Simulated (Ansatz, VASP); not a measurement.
# CoTeH in VASP and in Ansatz

```
CELL_PARAMETERS angstrom
3.66080 0.00000 0.00000
0.00000 3.66080 0.00000
0.00000 0.00000 3.15596
ATOMIC_POSITIONS crystal
Co 0.50000 0.50000 0.00000
Te 0.00000 0.00000 0.00000
H 0.50000 0.50000 0.50000
```

Change from the starting cell: species swapped into the TmCoC type (Pmmm, No. 47).

Alike in both runs: functional PBE; k mesh 12 × 12 × 14; occupations gaussian, width 0.1 eV; no spin polarisation.

Ansatz relaxed the structure, and its values are those at the end. VASP's run is a single point on that final structure, the one shown.

|  | VASP | Ansatz |
| --- | --- | --- |
| version | VASP 6.6.1 | Ansatz 0.2.0 |
| potentials or method | VASP PAW PBE potentials, release 64 (Co, Te, H), cutoff 520 eV | scalar-relativistic, plane waves, PAW |
| valence electrons in the cell | 16 | 34 |

```tsv
	VASP	Ansatz	Ansatz less VASP
gap on the k mesh at the Fermi level (eV)	none	none	-
pressure (GPa)	-0.1	0.0	+0.11
```

A gap of «none» marks a metal or a gap that the smearing closes. VASP's potentials hold 16 valence electrons a cell and Ansatz's 34, so a difference there can come from the potentials and not from the codes.

Neither program's run includes spin-orbit coupling.
